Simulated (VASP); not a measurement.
Input of a VASP 6.6.1 run:

INCAR

```
SYSTEM = TiO2
PREC = Accurate ; ENCUT = 600
EDIFF = 1E-7 ; ISMEAR = 0
SIGMA = 0.02 ; LREAL = .False.
LASPH = .True. ; NELM = 80
ALGO = Normal ; ISIF = 3
LWAVE = .False. ; LCHARG = .False.
GGA = PE ; IBRION = 2
NSW = 100 ; EDIFFG = -0.005
```

KPOINTS

```
Automatic mesh
0
Gamma
  6 6 10
  0 0 0
```

The input POSCAR:

```
TiO2
1.0
    4.5940000000      0.0000000000      0.0000000000
    0.0000000000      4.5940000000      0.0000000000
    0.0000000000      0.0000000000      2.9590000000
Ti O
2 4
Direct
    0.0000000000      0.0000000000      0.0000000000
    0.5000000000      0.5000000000      0.5000000000
    0.3060000000      0.3060000000      0.0000000000
    0.1940000000      0.8060000000      0.5000000000
    0.6940000000      0.6940000000      0.0000000000
    0.8060000000      0.1940000000      0.5000000000
```

Potentials or basis: VASP PAW PBE potentials, release 64 (Ti_sv, O).

Launch:

```console
$ cat potpaw_PBE.64/Ti_sv/POTCAR potpaw_PBE.64/O/POTCAR > POTCAR
$ mpirun -np 1 vasp_std > vasp.out
```

(1) Estimate the band gap on the k mesh.

(2) Estimate the relaxed volume.

## Answers

(1) 1.82 eV.

(2) 10.67 Å³/atom.
